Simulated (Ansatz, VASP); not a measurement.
## One calculation of KI, two programs

```xyz
2
Lattice="0.0000 3.5246 3.5246 3.5246 0.0000 3.5246 3.5246 3.5246 0.0000" Properties=species:S:1:pos:R:3 pbc="T T T"
K     0.0000    0.0000    0.0000
I     3.5246    3.5246    3.5246
```

Alike in both runs: task relaxation of cell and atoms; functional PBEsol; k mesh 6 × 6 × 6; occupations gaussian, width 0.02 eV; no spin polarisation.

```csv
,VASP,Ansatz
version,VASP 6.6.1,Ansatz 0.2.0
potentials or method,"VASP PAW PBE potentials, release 64 (K_sv, I), cutoff 600 eV","scalar-relativistic, plane waves, PAW"
valence electrons in the cell,16,26
```

Ansatz gave:

| Property | Result |
| --- | --- |
| gap on the k mesh at the Fermi level, each at its own relaxed structure (eV) | 3.87 |
| relaxed volume (Å³/atom) | 42.98 |
| relaxed cell length with the largest relative difference (Å) | 4.954 |

Question: Estimate VASP's values.

Answer: gap on the k mesh at the Fermi level, each at its own relaxed structure (eV): 3.86; relaxed volume (Å³/atom): 43.18; relaxed cell length with the largest relative difference (Å): 4.962.

VASP's potentials were made for PBE, not for PBEsol. VASP's potentials hold 16 valence electrons a cell and Ansatz's 26, so a difference there can come from the potentials and not from the codes.

Neither program's run includes spin-orbit coupling.
